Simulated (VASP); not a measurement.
Wanted: the native input for a VASP 6.6.1 run.

```yaml
Task: single point
Functional: PBE
Potentials_or_basis: VASP PAW PBE potentials, release 64 (Sb)
Cutoff: 520 eV
k_mesh: 9 × 9 × 9
Occupations: fermi-dirac, width 0.05 eV
Spin: no spin polarisation
Dipole_correction: no
Further_INCAR_settings: ALGO = Normal; EDIFF = 1e-07; NBANDS = 12
```

The structure of Sb lies in POSCAR:

```
Sb
1.0
    2.1506003320      1.2416496806      3.8188800000
   -2.1506003320      1.2416496806      3.8188800000
    0.0000000000     -2.4832993611      3.8188800000
Sb
2
Direct
    0.2336400000      0.2336400000      0.2336400000
    0.7663600000      0.7663600000      0.7663600000
```

This cell differs from its parent crystal: zz strain of +2 %.

These files were run (other wordings do the same):

INCAR

```
SYSTEM = Sb
ALGO = Normal
EDIFF = 1E-7
ENCUT = 520
GGA = PE
ISIF = 2
ISMEAR = -1
LASPH = .True.
LCHARG = .False.
LREAL = .False.
LWAVE = .False.
NBANDS = 12
NELM = 100
PREC = Accurate
SIGMA = 0.05
```

KPOINTS

```
k-points
0
Gamma
  9 9 9
  0 0 0
```

Potentials or basis: VASP PAW PBE potentials, release 64 (Sb).

Launch:

```sh
$ cat potpaw_PBE.64/Sb/POTCAR > POTCAR
$ mpirun -np 1 vasp_std > vasp.out
```

It gave:

```yaml
Pressure: 2.1 GPa
Largest_force: 0.110 eV/Å
Band_gap_on_the_k_mesh: 0.06 eV, indirect (least direct gap 0.51 eV)
```

Caveat: the cell differs from its parent crystal (zz strain of +2 %); spin-orbit coupling is left out, which moves the levels of the heavy elements.

It took 2.2 min on 1 thread of AMD EPYC 7571 (shared host), peak memory 0.19 GiB.
